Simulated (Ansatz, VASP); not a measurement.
**CdS in VASP and in Ansatz**

```
Cd S
1.0
    -0.00275    0.00368    4.00905
     6.60155   -0.00270   -0.00436
    -0.00458   11.43013    0.01003
Cd S
6 6
Direct
  0.66650 0.11984 0.49987
  0.66648 0.62007 0.00011
  0.33361 0.68993 0.31003
  0.33548 0.18988 0.80996
  0.99928 0.19030 0.18976
  0.99853 0.68985 0.69003
  0.16600 0.87002 0.50001
  0.16596 0.37009 0.99988
  0.83477 0.81523 0.18494
  0.83613 0.31468 0.68476
  0.49890 0.31521 0.31523
  0.49836 0.81490 0.81541
```

Change from the starting cell: cell x2, atoms moved at random (sigma 0.1 Å) and cell strained at random (1.5 %), then relaxed without symmetry.

Alike in both runs: functional PBE; k mesh 4 × 2 × 1; occupations gaussian, width 0.1 eV; no spin polarisation.

Ansatz relaxed the structure, and its values are those at the end. VASP's run is a single point on that final structure, the one shown.

|  | VASP | Ansatz |
| --- | --- | --- |
| version | VASP 6.6.1 | Ansatz 0.2.0 |
| potentials or method | VASP PAW PBE potentials, release 64 (Cd, S), cutoff 520 eV | scalar-relativistic, plane waves, PAW |
| valence electrons in the cell | 108 | 156 |

```csv
,VASP,Ansatz,Ansatz less VASP
gap on the k mesh at the Fermi level (eV),0.96,0.96,0.000
least direct gap on the mesh (eV),0.96,0.96,0.000
pressure (GPa),0.3,0.0,-0.31
rms of the force components (eV/Å),0.007,0.006,-0.0011
```

VASP's potentials hold 108 valence electrons a cell and Ansatz's 156, so a difference there can come from the potentials and not from the codes.

The k mesh is coarse, so the values compare programs but aren't converged.
